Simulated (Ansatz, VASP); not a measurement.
One calculation of MoS2, two programs

Contents of INCAR:

```
SYSTEM = MoS2
  PREC = Accurate
  ENCUT = 520
  EDIFF = 1E-6
  ISMEAR = -1
  SIGMA = 0.05
  LREAL = .FALSE.
  LASPH = .TRUE.
  NELM = 80
  ALGO = Normal
  ISIF = 2
  LWAVE = .FALSE.
  LCHARG = .FALSE.
  GGA = PE
  NBANDS = 20
```

File KPOINTS:

```
regular mesh
0
G
  10 10 10
  0 0 0
```

POSCAR

```
MoS2
1.0
    1.6125175665      0.9309874539      6.2434239588
   -1.6125175665      0.9309874539      6.2434239588
    0.0000000000     -1.8619749079      6.2434239588
Mo S
1 2
Direct
    0.0000000000      0.0000000000      0.0000000000
    0.7484000000      0.7484000000      0.7484000000
    0.5849000000      0.5849000000      0.5849000000
```

The input input.yaml:

```yaml
crystal:
  lattice:
    - [1.6125175665, 0.9309874539, 6.2434239588]
    - [-1.6125175665, 0.9309874539, 6.2434239588]
    - [0.0, -1.8619749079, 6.2434239588]
  atoms:
    - { symbol: Mo, position: [0.0, 0.0, 0.0] }
    - { symbol: S, position: [0.7484, 0.7484, 0.7484] }
    - { symbol: S, position: [0.5849, 0.5849, 0.5849] }
kpoints:
  mp_grid: { grid: [10, 10, 10] }
scf:
  occupations: { method: fermi_dirac, width: 0.05 }
hamiltonian:
  xc: pbe
  pseudopotentials: { kind: all_electron, lapw: { basis_error: 0.001 } }
output:
  forces: true
  stress: true
  eigenvalues: true
```

Change from the starting cell: volume scaled by 1.06.

Alike in both runs: task single point; functional PBE; k mesh 10 × 10 × 10; occupations fermi-dirac, width 0.05 eV; no spin polarisation.

|  | VASP | Ansatz |
| --- | --- | --- |
| version | VASP 6.6.1 | Ansatz 0.2.0 |
| potentials or method | VASP PAW PBE potentials, release 64 (Mo_sv, S), cutoff 520 eV | all-electron LAPW, scalar-relativistic |

VASP gave:

```
gap on the k mesh at the Fermi level (eV)                     : 0.81
least direct gap on the mesh (eV)                             : 1.78
pressure (GPa)                                                : 0.0
traceless stress, the component that is largest in VASP (GPa) : 3.81
rms of the force components (eV/Å)                            : 0.123
```

Q: Estimate Ansatz's values.

A: gap on the k mesh at the Fermi level (eV): 0.80; least direct gap on the mesh (eV): 1.77; pressure (GPa): 0.1; traceless stress, the component that is largest in VASP (GPa): 3.84; rms of the force components (eV/Å): 0.129.

Atom by atom the forces differ by 0.007 eV/Å (rms over components). Ansatz ran all-electron here, and VASP with PAW potentials.
